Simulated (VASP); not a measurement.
V, 2 atoms in the cell. The typed cell holds 2 atoms: a = 2.604 Å, b = 2.604 Å, c = 4.723 Å, α = 90.00°, β = 90.00°, γ = 120.00°.  This cell differs from its parent crystal: atom 1 (V) moved by (+0.450, -0.450) A along [1 1 0] and z.

* Program: VASP 6.6.1
* Task: single point
* Functional: PBE
* Potentials or basis: VASP PAW PBE potentials, release 64 (V_sv)
* Cutoff: 520 eV
* k mesh: 21 × 21 × 10
* Occupations: gaussian, width 0.15 eV
* Spin: no spin polarisation
* Dipole correction: no
* Further INCAR settings: ALGO = Fast; EDIFF = 1e-06; NBANDS = 20

Potentials or basis: VASP PAW PBE potentials, release 64 (V_sv).

Run with:

```bash
$ cat potpaw_PBE.64/V_sv/POTCAR > POTCAR
$ mpirun -np 1 vasp_std > vasp.out
```

Hardware: 1 thread of Intel(R) Xeon(R) 6975P-C (Granite Rapids), on a shared host.

Q: Estimate the wall time of this run.

A: It took 6.7 min on 1 thread of Intel(R) Xeon(R) 6975P-C (Granite Rapids) (shared host), peak memory 0.97 GiB. Counts: scf iterations 14, k points 2206.
